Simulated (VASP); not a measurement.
PbS:

```
CELL_PARAMETERS angstrom
2.06953 1.19485 3.38145
-2.06953 1.19485 3.38145
0.00000 -2.38969 3.38145
ATOMIC_POSITIONS crystal
Pb 0.98057 0.98057 0.98057
S 0.47504 0.47504 0.47504
```

This cell differs from its parent crystal: volume scaled by 0.94.

Base run:

* Program: VASP 6.6.1
* Functional: PBE
* Potentials or basis: VASP PAW PBE potentials, release 64 (Pb_d, S)
* Cutoff: 520 eV
* k mesh: 8 × 8 × 8
* Occupations: fermi-dirac, width 0.05 eV
* Spin: no spin polarisation

Its results: band gap on the k mesh 0.24 eV, direct; pressure 4.8 GPa; largest force 0.053 eV/Å.

Question: The run is repeated on the same cell with these changes: functional from PBE to PBEsol; further incar settings from ALGO = Normal; EDIFF = 1e-06; NBANDS = 17 to ALGO = Normal; EDIFF = 1e-07; NBANDS = 17. What comes out?

Answer: Band gap on the k mesh 0.14 eV, direct; pressure 1.5 GPa; largest force 0.041 eV/Å.

Caveats: spin-orbit coupling is left out, which moves the levels of the heavy elements; the PAW data sets were made with another functional, which shifts forces and pressure a little (some runs).

A k mesh can miss the band edges.
